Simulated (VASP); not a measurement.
Here is a VASP 6.6.1 calculation.

The input INCAR:

```
SYSTEM = LiF
ALGO = Normal ; EDIFF = 1E-6
ENCUT = 520 ; GGA = CA
ISIF = 2 ; ISMEAR = 0
LASPH = .TRUE. ; LCHARG = .FALSE.
LREAL = .FALSE. ; LWAVE = .FALSE.
NBANDS = 12 ; NELM = 60
PREC = Accurate ; SIGMA = 0.05
```

Contents of KPOINTS:

```
k-points
0
G
  10 10 10
  0 0 0
```

File POSCAR:

```
LiF
1.0
    0.0000000000      2.1147000000      1.9133000000
    2.1147000000      0.0000000000      1.9133000000
    2.1147000000      2.1147000000      0.0000000000
Li F
1 1
Direct
    0.0000000000      0.0000000000      0.0000000000
    0.5000000000      0.5000000000      0.5000000000
```

Potentials or basis: VASP PAW LDA potentials, release 64 (Li_sv, F).

Launch:

```bash
$ cat potpaw_LDA.64/Li_sv/POTCAR potpaw_LDA.64/F/POTCAR > POTCAR
$ mpirun -np 1 vasp_std > vasp.out
```

Q: Predict the band gap on the k mesh.

A: 8.32 eV, direct.

Caveat: the cell differs from its parent crystal (strain +0.050 along x and y, -0.050 along z). A k mesh can miss the band edges.
